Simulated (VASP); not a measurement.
Input of a VASP 6.6.1 run:

File INCAR:

```
SYSTEM = Bi
PREC = Accurate
ENCUT = 520
EDIFF = 1E-6
ISMEAR = -1
SIGMA = 0.1
LREAL = .False.
LASPH = .True.
NELM = 80
ALGO = Normal
ISIF = 2
LWAVE = .False.
LCHARG = .False.
GGA = PS
NBANDS = 22
```

KPOINTS

```
regular mesh
0
Gamma
  14 14 14
  0 0 0
```

The input POSCAR:

```
Bi
1.0
    2.3494062600      1.3564303366      4.0330184166
   -2.3494062600      1.3564303366      4.0330184166
    0.0000000000     -2.7128606733      4.0330184166
Bi
2
Direct
    0.2366491848      0.2366491848      0.2366491848
    0.7633508152      0.7633508152      0.7633508152
```

Potentials or basis: VASP PAW PBE potentials, release 64 (Bi_d).

The run is started by

```console
$ cat potpaw_PBE.64/Bi_d/POTCAR > POTCAR
$ mpirun -np 1 vasp_std > vasp.out
```

Question: Estimate the largest force.

Answer: 0.366 eV/Å.

Question: Estimate the band gap on the k mesh.

Answer: Zero (band 15 reaches 5.09 eV, above the bottom of band 16 at 4.91 eV).

Question: What does it give for the pressure?

Answer: -4.4 GPa.

Stress tensor (GPa, compression positive):
```
-4.60  0.00  0.00
 0.00 -4.60  0.00
 0.00  0.00 -4.06
```

Caveat: the PAW data sets were made with another functional, which shifts forces and pressure a little; spin-orbit coupling is left out, which moves the levels of the heavy elements.
